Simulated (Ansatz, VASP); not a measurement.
Al in VASP and in Ansatz

```
Al
1.0
    -2.65113    2.65113    1.36517
     2.65113   -2.65113    1.36517
     2.65113    2.65113   -1.36517
Al
2
Direct
  0.00000 0.00000 0.00000
  0.75000 0.25000 0.50000
```

Alike in both runs: functional PBE; k mesh 22 × 22 × 22; occupations gaussian, width 0.1 eV; no spin polarisation.

Ansatz relaxed the structure, and its values are those at the end. VASP's run is a single point on that final structure, the one shown.

|  | VASP | Ansatz |
| --- | --- | --- |
| version | VASP 6.6.1 | Ansatz 0.2.0 |
| potentials or method | VASP PAW PBE potentials, release 64 (Al), cutoff 520 eV | scalar-relativistic, plane waves, PAW |
| valence electrons in the cell | 6 | 6 |

```csv
,VASP,Ansatz,Ansatz less VASP
gap on the k mesh at the Fermi level (eV),none,none,-
pressure (GPa),0.0,0.0,+0.02
```

A gap of «none» marks a metal or a gap that the smearing closes. With one functional, cell and mesh, what is left measures potentials, basis and numerics.
